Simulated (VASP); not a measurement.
Write the native input for VASP 6.6.1 that does the following.

* Task: single point
* Functional: LDA
* Potentials or basis: VASP PAW LDA potentials, release 64 (Y_sv, Tl_d)
* Cutoff: 520 eV
* k mesh: 11 × 11 × 11
* Occupations: fermi-dirac, width 0.08 eV
* Spin: no spin polarisation
* Dipole correction: no
* Further INCAR settings: ALGO = Normal; EDIFF = 1e-06; NBANDS = 19

The structure of YTl lies in POSCAR:

```
YTl
1.0
    3.7134900000      0.0000000000      0.0000000000
    0.0000000000      3.7134900000      0.0000000000
    0.0000000000      0.0000000000      3.7510000000
Y Tl
1 1
Direct
    0.5000000000      0.5000000000      0.5000000000
    0.0000000000      0.0000000000      0.0000000000
```

This cell differs from its parent crystal: equal xx and yy strain of -1 %.

The input as run:

INCAR

```
  PREC = Accurate
  ENCUT = 520
  EDIFF = 1E-6
  ISMEAR = -1
  SIGMA = 0.08
  LREAL = False
  LASPH = True
  NELM = 60
  ALGO = Normal
  ISIF = 2
  LWAVE = False
  LCHARG = False
  NBANDS = 19
```

KPOINTS

```
Automatic mesh
0
Gamma
  11 11 11
```

Potentials or basis: VASP PAW LDA potentials, release 64 (Y_sv, Tl_d).

Launch:

```console
$ cat potpaw_LDA.64/Y_sv/POTCAR potpaw_LDA.64/Tl_d/POTCAR > POTCAR
$ mpirun -np 1 vasp_std > vasp.out
```

It gave:

```json
{"Pressure": "-1.7 GPa", "Band gap on the k mesh": "zero (bands 12 and 13 overlap by 2.21 eV)"}
```

Caveat: the cell differs from its parent crystal (equal xx and yy strain of -1 %); spin-orbit coupling is left out, which moves the levels of the heavy elements.

Wall time 35 s on 1 thread of Intel(R) Xeon(R) 6975P-C (Granite Rapids), with other jobs on the host, peak memory 0.25 GiB.
